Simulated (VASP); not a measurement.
Os:

```
CELL_PARAMETERS angstrom
2.71575 0.00000 0.00000
-1.35787 2.35191 0.00000
0.00000 0.00000 4.29071
ATOMIC_POSITIONS crystal
Os 0.66667 0.33333 0.75000
Os 0.33333 0.66667 0.25000
```

Base run:

| Quantity | Value |
| --- | --- |
| Program | VASP 6.6.1 |
| Functional | RPBE |
| Potentials or basis | VASP PAW PBE potentials, release 64 (Os) |
| Cutoff | 520 eV |
| k mesh | 11 × 11 × 6 |
| Occupations | fermi-dirac, width 0.05 eV |
| Spin | no spin polarisation |

Its results: band gap on the k mesh zero (bands 8 and 9 overlap by 4.01 eV); pressure 22.3 GPa.

Problem. The run is repeated on the same cell with these changes: functional from RPBE to SVWN5. What comes out?

Solution. Band gap on the k mesh zero (bands 8 and 9 overlap by 4.02 eV); pressure 0.9 GPa.

SVWN5 binds more tightly than RPBE, so the same cell stands under less pressure.

Caveats: the PAW data sets were made with another functional, which shifts forces and pressure a little; spin-orbit coupling is left out, which moves the levels of the heavy elements; the cell stands under pressure (at least some runs).
